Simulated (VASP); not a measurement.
# Ir: single point with PBEsol

Crystal: Ir.

```
Ir
1.0
     0.00000    1.91500    1.91500
     1.91500    0.00000    1.91500
     1.91500    1.91500    0.00000
Ir
1
Direct
  0.00000 0.00000 0.00000
```

```yaml
Program: VASP 6.6.1
Task: single point
Functional: PBEsol
Potentials_or_basis: VASP PAW PBE potentials, release 64 (Ir_sv_GW)
Cutoff: 560 eV
k_mesh: 8 × 8 × 8
Occupations: gaussian, width 0.1 eV
Spin: no spin polarisation
```

```json
{"Pressure": "-0.3 GPa", "Band gap on the k mesh": "zero (an odd number of electrons rules out a gap without spin polarisation)"}
```

Levels at points of the mesh, in eV from the Fermi level:
| k point | band 5 | band 6 | band 7 | band 8 | band 9 | band 10 | band 11 | band 12 |
| --- | --- | --- | --- | --- | --- | --- | --- | --- |
| (0.00, 0.00, 0.00) | -11.30 | -3.99 | -3.99 | -3.99 | -1.24 | -1.24 | 13.50 | 19.06 |
| (0.50, 0.00, 0.00) | -8.26 | -4.09 | -4.09 | -0.87 | 0.88 | 0.88 | 7.27 | 13.17 |
| (0.50, 0.50, 0.00) | -8.06 | -7.50 | 0.87 | 1.46 | 1.46 | 1.59 | 10.54 | 11.42 |

Wall time 26 s on 1 thread of AMD EPYC 7571, with other jobs on the host, peak memory 0.11 GiB.

Caveat: the PAW data sets were made with another functional, which shifts forces and pressure a little; spin-orbit coupling is left out, which moves the levels of the heavy elements.
